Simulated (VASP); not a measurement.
# Zn2SiN3 (P6/mmm) in VASP: notebook

Runs on Zn2SiN3. Level: PBE. Tasks: relaxation of cell and atoms, single point.

All numbers are computed with VASP 6.6.1; they aren't measurements. Logs are shortened: lines on timing, memory, paths and dates and some standing lists are left out, and cuts for length are marked.

## Step 1: The cell of the first run

Symmetry: P6/mmm, No. 191, hexagonal system. Conventional cell: a = 4.866 Å, b = 4.866 Å, c = 4.010 Å, α = 90.00°, β = 90.00°, γ = 120.00°. Within 3.2 Å of Zn (site symmetry -6m2) lie 6 N at 2.45 Å and 3 Zn at 2.81 Å and 3 Si at 2.81 Å. Si (site symmetry 6/mmm) has 6 Zn at 2.81 Å and 12 N at 3.15 Å within 3.7 Å. Within 3.2 Å of N (site symmetry mmm) lie 4 N at 2.43 Å and 4 Zn at 2.45 Å and 4 Si at 3.15 Å.

The cell was generated, and may not be a known phase.

## Step 2: Relaxation of cell and atoms, PBE

File INCAR:

```
SYSTEM = Zn2SiN3
ALGO = Normal
EDIFF = 1E-6
EDIFFG = -0.04
ENCUT = 600
GGA = PE
IBRION = 2
ISIF = 3
ISMEAR = 0
LASPH = .TRUE.
LCHARG = .FALSE.
LREAL = .FALSE.
LWAVE = .FALSE.
NELM = 80
NSW = 90
PREC = Accurate
SIGMA = 0.1
```

File KPOINTS:

```
k-points
0
G
  6 6 4
  0 0 0
```

File POSCAR:

```
Zn2SiN3
1.0
    4.8664125000      0.0000000000      0.0000000000
   -2.4332062500      4.2144368500      0.0000000000
    0.0000000000      0.0000000000      4.0098704900
Zn Si N
2 1 3
Direct
    0.3333333300      0.6666666700      0.0000000000
    0.6666666700      0.3333333300      0.0000000000
    0.0000000000      0.0000000000      0.0000000000
    0.5000000000      0.0000000000      0.5000000000
    0.0000000000      0.5000000000      0.5000000000
    0.5000000000      0.5000000000      0.5000000000
```

Potentials or basis: VASP PAW PBE potentials, release 64 (Zn, Si, N).

On the command line:

```sh
cat potpaw_PBE.64/Zn/POTCAR potpaw_PBE.64/Si/POTCAR potpaw_PBE.64/N/POTCAR > POTCAR
mpirun -np 1 vasp_std > vasp.out
```

OUTCAR:

```text
SYSTEM = Zn2SiN3
   EDIFF = 1E-6
   EDIFFG = -0.04
   ENCUT = 600
   GGA = PE
   IBRION = 2
   ISIF = 3
   ISMEAR = 0
   LASPH = .TRUE.
   LREAL = .FALSE.
   NELM = 80
   NSW = 90
   PREC = Accurate

 ion  position               nearest neighbor table
   1  0.333  0.667  0.000-   2 2.81   3 2.81   2 2.81   3 2.81   3 2.81   2 2.81
   2  0.667  0.333  0.000-   1 2.81   3 2.81   1 2.81   3 2.81   3 2.81   1 2.81
   3  0.000  0.000  0.000-   1 2.81   2 2.81   1 2.81   2 2.81   2 2.81   1 2.81
   4  0.500  0.000  0.500-
   5  0.000  0.500  0.500-
   6  0.500  0.500  0.500-

  LATTYP: Found a hexagonal cell.
 ALAT       =     4.8664125000
 C/A-ratio  =     0.8239890248

  Lattice vectors:

 A1 = (   4.8664125000,   0.0000000000,   0.0000000000)
 A2 = (  -2.4332062500,   4.2144368500,   0.0000000000)
 A3 = (   0.0000000000,   0.0000000000,   4.0098704900)

Analysis of symmetry for initial positions (statically):
=====================================================================
 Subroutine PRICEL returns:
 Original cell was already a primitive cell.

 Routine SETGRP: Setting up the symmetry group for a
 hexagonal supercell.

 Subroutine GETGRP returns: Found 24 space group operations
 (whereof 24 operations were pure point group operations)
 out of a pool of 24 trial point group operations.

The static configuration has the point symmetry D_6h.

Analysis of symmetry for dynamics (positions and initial velocities):
=====================================================================
 Subroutine PRICEL returns:
 Original cell was already a primitive cell.

 Routine SETGRP: Setting up the symmetry group for a
 hexagonal supercell.

 Subroutine GETGRP returns: Found 24 space group operations
 (whereof 24 operations were pure point group operations)
 out of a pool of 24 trial point group operations.

The dynamic configuration has the point symmetry D_6h.

 Subroutine INISYM returns: Found 24 space group operations
 (whereof 24 operations are pure point group operations),
 and found     1 'primitive' translations

----------------------------------------------------------------------------------------

                                     Primitive cell

  volume of cell :      82.2392

  direct lattice vectors                    reciprocal lattice vectors
     4.866412500  0.000000000  0.000000000     0.205490184  0.118639813  0.000000000
    -2.433206250  4.214436850  0.000000000     0.000000000  0.237279626  0.000000000
     0.000000000  0.000000000  4.009870490     0.000000000  0.000000000  0.249384613

  length of vectors
     4.866412500  4.866412500  4.009870490     0.237279626  0.237279626  0.249384613

  position of ions in fractional coordinates (direct lattice)
     0.333333330  0.666666670  0.000000000
     0.666666670  0.333333330  0.000000000
     0.000000000  0.000000000  0.000000000
     0.500000000  0.000000000  0.500000000
     0.000000000  0.500000000  0.500000000
     0.500000000  0.500000000  0.500000000

  ion indices of the primitive-cell ions
   primitive index   ion index
                 1           1
                 2           2
                 3           3
                 4           4
                 5           5
                 6           6

----------------------------------------------------------------------------------------

 KPOINTS: k-points

Automatic generation of k-mesh.
 Grid dimensions read from file:
 generate k-points for:    6    6    4

 Generating k-lattice:

  Cartesian coordinates                     Fractional coordinates (reciprocal lattice)
     0.034248364  0.019773302  0.000000000     0.166666667  0.000000000  0.000000000
     0.000000000  0.039546604  0.000000000     0.000000000  0.166666667  0.000000000
     0.000000000  0.000000000  0.062346153     0.000000000  0.000000000  0.250000000

  Length of vectors
     0.039546604  0.039546604  0.062346153

  Shift w.r.t. Gamma in fractional coordinates (k-lattice)
     0.000000000  0.000000000  0.000000000

 Subroutine IBZKPT returns following result:
 ===========================================

 Found     21 irreducible k-points:

 Following reciprocal coordinates:
            Coordinates               Weight
  0.000000  0.000000  0.000000      1.000000
  0.166667  0.000000  0.000000      6.000000
  0.333333  0.000000  0.000000      6.000000
  0.500000  0.000000  0.000000      3.000000
  0.166667  0.166667  0.000000      6.000000
  0.333333  0.166667  0.000000     12.000000
[... 13 lines left out ...]
  0.333333  0.166667  0.500000     12.000000
  0.333333  0.333333  0.500000      2.000000
   k-points           NKPTS =     21   k-points in BZ     NKDIM =     21   number of bands    NBANDS=     25
   number of dos      NEDOS =    301   number of ions     NIONS =      6
   total plane-waves  NPLWV =  51200
   dimension x,y,z NGX =    40 NGY =   40 NGZ =   32
   dimension x,y,z NGXF=    80 NGYF=   80 NGZF=   64
   ions per type =               2   1   3
   NGX,Y,Z   is equivalent  to a cutoff of  13.66, 13.66, 13.27 a.u.
   NGXF,Y,Z  is equivalent  to a cutoff of  27.33, 27.33, 26.53 a.u.
 SYSTEM =  Zn2SiN3
   PREC   = accura    normal or accurate (medium, high low for compatibility)
   ISTART =      0    job   : 0-new  1-cont  2-samecut
   ICHARG =      2    charge: 1-file 2-atom 10-const
   ISPIN  =      1    spin polarized calculation?
   LNONCOLLINEAR =      F non collinear calculations
   LSORBIT =      F    spin-orbit coupling
   LASPH  =      T    aspherical Exc in radial PAW
   ENCUT  =  600.0 eV  44.10 Ry    6.64 a.u.   9.72  9.72  8.01*2*pi/ulx,y,z
   NELM   =     80;   NELMIN=  2; NELMDL= -5     # of ELM steps
   EDIFF  = 0.1E-05   stopping-criterion for ELM
   LREAL  =      F    real-space projection
   EDIFFG = -.4E-01   stopping-criterion for IOM
   NSW    =     90    number of steps for IOM
   IBRION =      2    ionic relax: 0-MD 1-quasi-New 2-CG
   NFREE  =      1    steps in history (QN), initial steepest desc. (CG)
   ISIF   =      3    stress and relaxation
   ISYM   =      2    0-nonsym 1-usesym 2-fastsym
   POTIM  = 0.5000    time-step for ionic-motion
   TEBEG  =    0.0;   TEEND  =   0.0 temperature during run
   PSTRESS=    0.0 pullay stress
   NELECT =      43.0000    total number of electrons
   NUPDOWN=      -1.0000    fix difference up-down
   EMIN   =  10.00;   EMAX   =-10.00  energy-range for DOS
   EFERMI =   0.00;   METHOD = LEGACY
   ISMEAR =     0;   SIGMA  =   0.10  broadening in eV -4-tet -1-fermi 0-gaus
   EFERMI_NEDOS =   21; number of points for ismear=-14 and -15
   IALGO  =     38    algorithm
   IMIX   =      4    mixing-type and parameters
     AMIX     =   0.40;   BMIX     =  1.00
     AMIX_MAG =   1.60;   BMIX_MAG =  1.00
  volume/ion in A,a.u.               =      13.71        92.50
  Fermi-wavevector in a.u.,A,eV,Ry     =   1.318878  2.492319 23.666516  1.739440
  Thomas-Fermi vector in A             =   2.448817
   LORBIT       =      0    0 simple, 1 ext, 2 COOP (PROOUT), +10 PAW based schemes
   GGA     = PE    functional components
   LHFCALC =     F    Hartree Fock is set to
   AEXX    =    0.0000 exact exchange contribution
   IVDW    =     0    specifies the selected vdW correction
   LEPSILON=     F    determine dielectric tensor
   LRPA    =     F    only Hartree local field effects (RPA)
 conjugate gradient relaxation of ions
 non-spin polarized calculation
 Gauss-broadening in eV      SIGMA  =   0.10
  energy-cutoff  :      600.00
  volume of cell :       82.24
 maximum number of plane-waves:      2764
 NGX is ok and might be reduce to    40
   NGX = 19   NGY = 19   NGZ = 17

--------------------------------------- Ionic step        1  -------------------------------------------

 number of electron      43.0000016 magnetization

 Free energy of the ion-electron system (eV)
  ---------------------------------------------------
  ext. energy  EPLUGINS =         0.00000000
  ---------------------------------------------------
  free energy    TOTEN  =       -21.02255895 eV

  energy without entropy =      -21.01028009  energy(sigma->0) =      -21.01641952

 E-fermi :   3.2904     XC(G=0): -10.7377

 val. band max:        3.2738353905   @ k =   0.1667   0.1667   0.5000
 cond. band min:       3.3516771871   @ k =   0.1667   0.0000   0.5000
 fundamental gap:      0.0778417966
 Fermi energy:         3.2904477847

 k-point     1 :       0.0000    0.0000    0.0000
  band No.  band energies     occupation
      1     -11.9373      2.00000
      2      -8.7361      2.00000
      3      -8.7361      2.00000
      4      -5.0072      2.00000
      5      -3.9808      2.00000
      6      -3.8563      2.00000
[... 17 lines left out ...]
     24       4.6178      0.00000
     25       5.2725      0.00000

 k-point     2 :       0.1667    0.0000    0.0000
  band No.  band energies     occupation
      1     -11.7987      2.00000
      2      -9.0491      2.00000
      3      -8.7620      2.00000
      4      -4.9697      2.00000
      5      -3.9594      2.00000
      6      -3.8725      2.00000
[... 17 lines left out ...]
     24       4.4347      0.00000
     25       4.8750      0.00000
[... 783 lines left out ...]
 VOLUME and BASIS-vectors are now :
 -----------------------------------------------------------------------------
  energy-cutoff  :      600.00
  volume of cell :       72.03
      direct lattice vectors                 reciprocal lattice vectors
     5.511295303  0.000000000 -0.000000000     0.181445549  0.104757636 -0.000000000
    -2.755647651  4.772921740 -0.000000000     0.000000000  0.209515273  0.000000000
     0.000000000 -0.000000000  2.738289317     0.000000000  0.000000000  0.365191506

 POSITION                                       TOTAL-FORCE (eV/Angst)
 -----------------------------------------------------------------------------------
     -0.00000      3.18195     -0.00000        -0.000000     -0.000000      0.000000
      2.75565      1.59097     -0.00000         0.000000      0.000000      0.000000
      0.00000     -0.00000      2.73829         0.000000      0.000000      0.000000
      2.75565     -0.00000      1.36914         0.000000      0.000000      0.000000
     -1.37782      2.38646      1.36914         0.000000      0.000000      0.000000
      1.37782      2.38646      1.36914         0.000000      0.000000      0.000000
 -----------------------------------------------------------------------------------
    total drift:                                0.000000     -0.000000      0.000000

  FREE ENERGIE OF THE ION-ELECTRON SYSTEM (eV)
  ---------------------------------------------------
  free  energy   TOTEN  =       -24.0765621043 eV

  energy  without entropy=      -24.0485207949  energy(sigma->0) =      -24.06254145

--------------------------------------- Ionic step        8  -------------------------------------------

 number of electron      42.9999984 magnetization

 Free energy of the ion-electron system (eV)
  ---------------------------------------------------
  ext. energy  EPLUGINS =         0.00000000
  ---------------------------------------------------
  free energy    TOTEN  =       -24.09145714 eV

  energy without entropy =      -24.06459969  energy(sigma->0) =      -24.07802841

 E-fermi :   4.2367     XC(G=0): -11.3768

 val. band max:        4.2298891856   @ k =   0.1667   0.1667   0.2500
 cond. band min:       4.2510871889   @ k =   0.1667   0.0000   0.2500
 fundamental gap:      0.0211980033
 Fermi energy:         4.2367383604

 k-point     1 :       0.0000    0.0000    0.0000
  band No.  band energies     occupation
      1     -11.7460      2.00000
      2      -9.3434      2.00000
      3      -9.3434      2.00000
      4      -4.3004      2.00000
      5      -3.8980      2.00000
      6      -2.6158      2.00000
[... 17 lines left out ...]
     24       7.2421      0.00000
     25       8.8385      0.00000

 k-point     2 :       0.1667    0.0000    0.0000
  band No.  band energies     occupation
      1     -11.6374      2.00000
      2      -9.5604      2.00000
      3      -9.3553      2.00000
      4      -4.2227      2.00000
      5      -4.0609      2.00000
      6      -2.6068      2.00000
[... 17 lines left out ...]
     24       6.5624      0.00000
     25       7.0652      0.00000
[... 535 lines left out ...]
  FORCE on cell =-STRESS in cart. coord.  units (eV):
  Direction    XX          YY          ZZ          XY          YZ          ZX
  --------------------------------------------------------------------------------------
  -------------------------------------------------------------------------------------
  Total        0.0090778      0.0090778      0.0047824      0.0000000      0.0000000      0.0000000
  in kB        0.2059852      0.2059852      0.1085163      0.0000000      0.0000000      0.0000000
  external PRESSURE =       0.1734956 kB  Pullay stress =       0.0000000 kB

 VOLUME and BASIS-vectors are now :
 -----------------------------------------------------------------------------
  energy-cutoff  :      600.00
  volume of cell :       70.61
      direct lattice vectors                 reciprocal lattice vectors
     5.429531853  0.000000000 -0.000000000     0.184177942  0.106335184 -0.000000000
    -2.714765926  4.702112515 -0.000000000     0.000000000  0.212670368  0.000000000
     0.000000000 -0.000000000  2.765677432     0.000000000  0.000000000  0.361575066

 POSITION                                       TOTAL-FORCE (eV/Angst)
 -----------------------------------------------------------------------------------
     -0.00000      3.13474     -0.00000        -0.000000     -0.000000     -0.000000
      2.71477      1.56737     -0.00000         0.000000     -0.000000      0.000000
      0.00000      0.00000     -0.00000        -0.000000      0.000000      0.000000
      2.71477     -0.00000      1.38284        -0.000000      0.000000      0.000000
     -1.35738      2.35106      1.38284        -0.000000      0.000000      0.000000
      1.35738      2.35106      1.38284        -0.000000      0.000000      0.000000
 -----------------------------------------------------------------------------------
    total drift:                                0.000000     -0.000000      0.000000

  FREE ENERGIE OF THE ION-ELECTRON SYSTEM (eV)
  ---------------------------------------------------
  free  energy   TOTEN  =       -24.0914571369 eV

  energy  without entropy=      -24.0645996903  energy(sigma->0) =      -24.07802841

 reached required accuracy - stopping structural energy minimisation
```

It took 4.5 min on 1 thread of Intel Xeon Platinum 8488C (Sapphire Rapids), shared host; peak memory 0.25 GiB.

What came out:

- Free energy: -24.0915 eV
- Relaxed volume: 11.77 Å³/atom
- Relaxed cell: a = 5.430 Å, b = 5.430 Å, c = 2.766 Å, α = 90.00°, β = 90.00°, γ = 120.00°
- Space group after relaxing (to 0.1 Å): P6/mmm (No. 191)
- Energy gained by relaxing: 511.5 meV/atom
- Ionic steps: 8
- Pressure after relaxing: 0.0 GPa
- Band gap on the k mesh: zero (an odd number of electrons rules out a gap without spin polarisation)

Step by step:
```csv
step,energy change (eV),largest force (eV/Å),pressure (GPa),volume (Å³)
1,0.0000,0.0000,-14.67,82.24
2,-1.1900,0.0000,1.26,68.08
3,-1.2487,0.0000,7.34,65.36
4,-2.0593,0.0000,16.86,62.35
5,-2.1710,0.0000,23.12,60.68
6,-2.8726,0.0000,9.66,65.40
7,-3.0540,0.0000,-1.98,72.03
8,-3.0689,0.0000,0.02,70.61
```

Final structure:
```
CELL_PARAMETERS angstrom
5.42953 0.00000 0.00000
-2.71477 4.70211 0.00000
0.00000 0.00000 2.76568
ATOMIC_POSITIONS crystal
Zn 0.33333 0.66667 0.00000
Zn 0.66667 0.33333 0.00000
Si 0.00000 0.00000 0.00000
N 0.50000 0.00000 0.50000
N 0.00000 0.50000 0.50000
N 0.50000 0.50000 0.50000
```

Levels at points of the mesh, in eV from the Fermi level:
| k point | band 19 | band 20 | band 21 | band 22 | band 23 | band 24 | band 25 |
| --- | --- | --- | --- | --- | --- | --- | --- |
| (0.00, 0.00, 0.00) | -0.21 | -0.21 | 0.02 | 0.97 | 0.97 | 3.01 | 4.60 |
| (0.50, 0.00, 0.00) | -0.97 | -0.39 | -0.06 | 0.09 | 0.25 | 0.96 | 2.45 |
| (0.00, 0.00, 0.50) | -2.64 | -1.89 | -1.89 | 0.63 | 0.93 | 1.14 | 1.14 |
| (0.50, 0.00, 0.50) | -2.85 | -1.20 | -1.12 | -0.31 | 0.26 | 1.09 | 2.15 |

Caveat: the k points lie up to 0.57 Å⁻¹ apart in the final cell, too coarse for converged energies and pressures of a metal; a cell axis changed by over 15 % at a fixed basis, so the end point is rough.

[end of part 1 of 2]

The gap in the log of VASP goes by the Fermi energy; the results here count the filled bands.